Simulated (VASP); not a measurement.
# BiAs (wurtzite type) (P6_3mc) in VASP: a series of runs

Aim: see how the results for BiAs (wurtzite type) move with the level of theory and the settings. Levels: PBEsol, r2SCAN. Tasks: electric field gradients.

All numbers are computed with VASP 6.6.1; they aren't measurements. Logs are shortened: lines on timing, memory, paths and dates and some standing lists are left out, and cuts for length are marked.

### Step 1. The cell of the first run

It takes space group P6_3mc (No. 186, hexagonal). Conventional cell: a = 4.966 Å, b = 4.966 Å, c = 6.408 Å, α = 90.00°, β = 90.00°, γ = 120.00°. As (site symmetry 3m) has 4 Bi at 2.76 to 2.90 Å within 3.6 Å. Within 3.6 Å of Bi (site symmetry 3m) lie 4 As at 2.76 to 2.90 Å.

### Step 2. Electric field gradients, PBEsol (functional pbesol, volume scaled by 0.96)

INCAR

```
PREC = Accurate
ENCUT = 520
EDIFF = 1E-8
ISMEAR = -1
SIGMA = 0.08
LREAL = F
LASPH = T
NELM = 100
ALGO = Normal
ISIF = 2
LWAVE = F
LCHARG = F
GGA = PS
LEFG = T
NBANDS = 28
```

KPOINTS

```
regular mesh
0
Gamma
  10 10 6
```

POSCAR

```
BiAs
1.0
    4.9662288984      0.0000000000      0.0000000000
   -2.4831144492      4.3008803870      0.0000000000
    0.0000000000      0.0000000000      6.4078756807
As Bi
2 2
Direct
    0.3333333333      0.6666666667     -0.0274116519
    0.6666666667      0.3333333333      0.4725883481
    0.3333333333      0.6666666667      0.4034116519
    0.6666666667      0.3333333333      0.9034116519
```

Potentials or basis: VASP PAW PBE potentials, release 64 (As, Bi_d).

Command:

```bash
> cat potpaw_PBE.64/As/POTCAR potpaw_PBE.64/Bi_d/POTCAR > POTCAR
> mpirun -np 1 vasp_std > vasp.out
```

OUTCAR:

```text
PREC = Accurate
   ENCUT = 520
   EDIFF = 1E-8
   ISMEAR = -1
   LREAL = F
   LASPH = T
   NELM = 100
   ISIF = 2
   GGA = PS

 ion  position               nearest neighbor table
   1  0.333  0.667  0.973-   3 2.76   4 2.90   4 2.90   4 2.90
   2  0.667  0.333  0.473-   4 2.76   3 2.90   3 2.90   3 2.90
   3  0.333  0.667  0.403-   1 2.76   2 2.90   2 2.90   2 2.90
   4  0.667  0.333  0.903-   2 2.76   1 2.90   1 2.90   1 2.90

  LATTYP: Found a hexagonal cell.
 ALAT       =     4.9662288984
 C/A-ratio  =     1.2902900393

  Lattice vectors:

 A1 = (   4.9662288984,   0.0000000000,   0.0000000000)
 A2 = (  -2.4831144492,   4.3008803870,   0.0000000000)
 A3 = (   0.0000000000,   0.0000000000,   6.4078756807)

Analysis of symmetry for initial positions (statically):
=====================================================================
 Subroutine PRICEL returns:
 Original cell was already a primitive cell.

 Routine SETGRP: Setting up the symmetry group for a
 hexagonal supercell.

 Subroutine GETGRP returns: Found 12 space group operations
 (whereof  6 operations were pure point group operations)
 out of a pool of 24 trial point group operations.

The static configuration has the point symmetry C_3v.
 The point group associated with its full space group is C_6v.

Analysis of symmetry for dynamics (positions and initial velocities):
=====================================================================
 Subroutine PRICEL returns:
 Original cell was already a primitive cell.

 Routine SETGRP: Setting up the symmetry group for a
 hexagonal supercell.

 Subroutine GETGRP returns: Found 12 space group operations
 (whereof  6 operations were pure point group operations)
 out of a pool of 24 trial point group operations.

The dynamic configuration has the point symmetry C_3v.
 The point group associated with its full space group is C_6v.

 Subroutine INISYM returns: Found 12 space group operations
 (whereof  6 operations are pure point group operations),
 and found     1 'primitive' translations

----------------------------------------------------------------------------------------

                                     Primitive cell

  volume of cell :     136.8668

  direct lattice vectors                    reciprocal lattice vectors
     4.966228898  0.000000000  0.000000000     0.201360030  0.116255268  0.000000000
    -2.483114449  4.300880387  0.000000000     0.000000000  0.232510535  0.000000000
     0.000000000  0.000000000  6.407875681     0.000000000  0.000000000  0.156057959

  length of vectors
     4.966228898  4.966228898  6.407875681     0.232510535  0.232510535  0.156057959

  position of ions in fractional coordinates (direct lattice)
     0.333333333  0.666666667  0.972588348
     0.666666667  0.333333333  0.472588348
     0.333333333  0.666666667  0.403411652
     0.666666667  0.333333333  0.903411652

  ion indices of the primitive-cell ions
   primitive index   ion index
                 1           1
                 2           2
                 3           3
                 4           4

----------------------------------------------------------------------------------------

 KPOINTS: regular mesh

Automatic generation of k-mesh.
 Grid dimensions read from file:
 generate k-points for:   10   10    6

 Generating k-lattice:

  Cartesian coordinates                     Fractional coordinates (reciprocal lattice)
     0.020136003  0.011625527  0.000000000     0.100000000  0.000000000  0.000000000
     0.000000000  0.023251054  0.000000000     0.000000000  0.100000000  0.000000000
     0.000000000  0.000000000  0.026009660     0.000000000  0.000000000  0.166666667

  Length of vectors
[... 39 lines left out ...]
   total plane-waves  NPLWV =  76800
   dimension x,y,z NGX =    40 NGY =   40 NGZ =   48
   dimension x,y,z NGXF=    80 NGYF=   80 NGZF=   96
   ions per type =               2   2
   NGX,Y,Z   is equivalent  to a cutoff of  13.39, 13.39, 12.45 a.u.
   NGXF,Y,Z  is equivalent  to a cutoff of  26.78, 26.78, 24.91 a.u.
 SYSTEM =  unknown system
   PREC   = accura    normal or accurate (medium, high low for compatibility)
   ISTART =      0    job   : 0-new  1-cont  2-samecut
   ICHARG =      2    charge: 1-file 2-atom 10-const
   ISPIN  =      1    spin polarized calculation?
   LNONCOLLINEAR =      F non collinear calculations
   LSORBIT =      F    spin-orbit coupling
   LASPH  =      T    aspherical Exc in radial PAW
   ENCUT  =  520.0 eV  38.22 Ry    6.18 a.u.   9.23  9.23 11.91*2*pi/ulx,y,z
   NELM   =    100;   NELMIN=  2; NELMDL= -5     # of ELM steps
   EDIFF  = 0.1E-07   stopping-criterion for ELM
   LREAL  =      F    real-space projection
   EDIFFG = 0.1E-06   stopping-criterion for IOM
   NSW    =      0    number of steps for IOM
   IBRION =     -1    ionic relax: 0-MD 1-quasi-New 2-CG
   NFREE  =      0    steps in history (QN), initial steepest desc. (CG)
   ISIF   =      2    stress and relaxation
   ISYM   =      2    0-nonsym 1-usesym 2-fastsym
   POTIM  = 0.5000    time-step for ionic-motion
   TEBEG  =    0.0;   TEEND  =   0.0 temperature during run
   PSTRESS=    0.0 pullay stress
   NELECT =      40.0000    total number of electrons
   NUPDOWN=      -1.0000    fix difference up-down
   EMIN   =  10.00;   EMAX   =-10.00  energy-range for DOS
   EFERMI =   0.00;   METHOD = LEGACY
   ISMEAR =    -1;   SIGMA  =   0.08  broadening in eV -4-tet -1-fermi 0-gaus
   EFERMI_NEDOS =   21; number of points for ismear=-14 and -15
   IALGO  =     38    algorithm
   IMIX   =      4    mixing-type and parameters
     AMIX     =   0.40;   BMIX     =  1.00
     AMIX_MAG =   1.60;   BMIX_MAG =  1.00
  volume/ion in A,a.u.               =      34.22       230.91
  Fermi-wavevector in a.u.,A,eV,Ry     =   1.086414  2.053025 16.058900  1.180296
  Thomas-Fermi vector in A             =   2.222550
   LORBIT       =      0    0 simple, 1 ext, 2 COOP (PROOUT), +10 PAW based schemes
   GGA     = PS    functional components
   LHFCALC =     F    Hartree Fock is set to
   AEXX    =    0.0000 exact exchange contribution
   IVDW    =     0    specifies the selected vdW correction
   LEPSILON=     F    determine dielectric tensor
   LRPA    =     F    only Hartree local field effects (RPA)
 non-spin polarized calculation
  energy-cutoff  :      520.00
  volume of cell :      136.87
 maximum number of plane-waves:      3720
 NGX is ok and might be reduce to    40
   NGX = 19   NGY = 19   NGZ = 23

 number of electron      39.9999994 magnetization

 Free energy of the ion-electron system (eV)
  ---------------------------------------------------
  ext. energy  EPLUGINS =         0.00000000
  ---------------------------------------------------
  free energy    TOTEN  =       -18.28302932 eV

  energy without entropy =      -18.26588883  energy(sigma->0) =      -18.27445908

 E-fermi :   4.4431     XC(G=0):  -8.8046

 val. band max:        4.4250764007   @ k =   0.4000   0.2000   0.0000
 cond. band min:       4.5043478845   @ k =   0.1000   0.0000   0.0000
 fundamental gap:      0.0792714838
 Fermi energy:         4.4430563113

 k-point     1 :       0.0000    0.0000    0.0000
  band No.  band energies     occupation
      1     -18.8244      2.00000
      2     -18.8057      2.00000
      3     -18.8033      2.00000
      4     -18.8033      2.00000
      5     -18.8012      2.00000
      6     -18.8012      2.00000
[... 733 lines left out ...]
     27       9.1691      0.00000
     28       9.7824      0.00000

 [... further k-points ...]

------------------------ aborting loop because EDIFF is reached ----------------------------------------

  FORCE on cell =-STRESS in cart. coord.  units (eV):
  Direction    XX          YY          ZZ          XY          YZ          ZX
  --------------------------------------------------------------------------------------
  -------------------------------------------------------------------------------------
  Total       -0.1075909     -0.1075909     -0.2870109     -0.0000000      0.0000000      0.0000000
  in kB       -1.2594705     -1.2594705     -3.3597799     -0.0000000      0.0000000      0.0000000
  external PRESSURE =      -1.9595736 kB  Pullay stress =       0.0000000 kB

 VOLUME and BASIS-vectors are now :
 -----------------------------------------------------------------------------
  energy-cutoff  :      520.00
  volume of cell :      136.87
      direct lattice vectors                 reciprocal lattice vectors
     4.966228898  0.000000000  0.000000000     0.201360030  0.116255268  0.000000000
    -2.483114449  4.300880387  0.000000000     0.000000000  0.232510535  0.000000000
     0.000000000  0.000000000  6.407875681     0.000000000  0.000000000  0.156057959

 POSITION                                       TOTAL-FORCE (eV/Angst)
 -----------------------------------------------------------------------------------
     -0.00000      2.86725      6.23223         0.000000     -0.000000     -0.096979
      2.48311      1.43363      3.02829        -0.000000      0.000000     -0.096979
     -0.00000      2.86725      2.58501         0.000000      0.000000      0.096979
      2.48311      1.43363      5.78895        -0.000000     -0.000000      0.096979
 -----------------------------------------------------------------------------------
    total drift:                               -0.000000     -0.000000      0.003014

  FREE ENERGIE OF THE ION-ELECTRON SYSTEM (eV)
  ---------------------------------------------------
  free  energy   TOTEN  =       -18.2830293196 eV

  energy  without entropy=      -18.2658888327  energy(sigma->0) =      -18.27445908

 Electric field gradients (V/A^2)
---------------------------------------------------------------------
 ion       V_xx      V_yy      V_zz      V_xy      V_xz      V_yz
---------------------------------------------------------------------
   1      -5.978    -5.978    11.955     0.000    -0.000     0.000
   2      -5.978    -5.978    11.955     0.000     0.000    -0.000
   3      20.809    20.809   -41.618    -0.000     0.000    -0.000
   4      20.809    20.809   -41.618    -0.000    -0.000     0.000
---------------------------------------------------------------------

 Electric field gradients after diagonalization (V/A^2)
 (convention: |V_zz| > |V_xx| > |V_yy|)
----------------------------------------------------------------------
 ion       V_xx      V_yy      V_zz     asymmetry (V_yy - V_xx)/ V_zz
----------------------------------------------------------------------
   1      -5.978    -5.977    11.955       0.000
   2      -5.978    -5.977    11.955       0.000
   3      20.809    20.809   -41.618       0.000
   4      20.809    20.809   -41.618       0.000
----------------------------------------------------------------------

           NMR quadrupolar parameters

 Cq : quadrupolar parameter    Cq=e*Q*V_zz/h
 eta: asymmetry parameters     (V_yy - V_xx)/ V_zz
 Q  : nuclear electric quadrupole moment in mb (millibarn)
----------------------------------------------------------------------
 ion       Cq(MHz)       eta       Q (mb)
----------------------------------------------------------------------
   1       0.029       0.000       1.000
   2       0.029       0.000       1.000
   3      -0.101       0.000       1.000
   4      -0.101       0.000       1.000
----------------------------------------------------------------------
```

It took 3.5 min on 1 thread of AMD EPYC 7R43 (Zen 3), shared host; peak memory 0.33 GiB.

What came out:

- Free energy: -18.2830 eV
- Pressure: -0.2 GPa
- Largest force: 0.097 eV/Å
- Band gap on the k mesh: 0.08 eV, indirect (least direct gap 0.89 eV)

Forces in eV/Å, atoms in the order of the input:
```
As   0.000  0.000 -0.097
As   0.000  0.000 -0.097
Bi   0.000  0.000  0.097
Bi   0.000  0.000  0.097
```

Stress tensor (GPa, compression positive):
```
-0.13  0.00  0.00
 0.00 -0.13  0.00
 0.00  0.00 -0.34
```

Electric field gradients, principal values (V/Å²):
| atom | least | middle | greatest (by size) |
| --- | --- | --- | --- |
| 1 As | -5.977 | -5.978 | 11.955 |
| 2 As | -5.977 | -5.978 | 11.955 |
| 3 Bi | 20.809 | 20.809 | -41.618 |
| 4 Bi | 20.809 | 20.809 | -41.618 |

Caveat: without QUAD_EFG the Cq values of the log hold for a quadrupole moment of 1 mb, not for the nuclei; the PAW data sets were made with another functional, which shifts forces and pressure a little; spin-orbit coupling is left out, which moves the levels of the heavy elements.

(Part 1 of 2 ends here.)
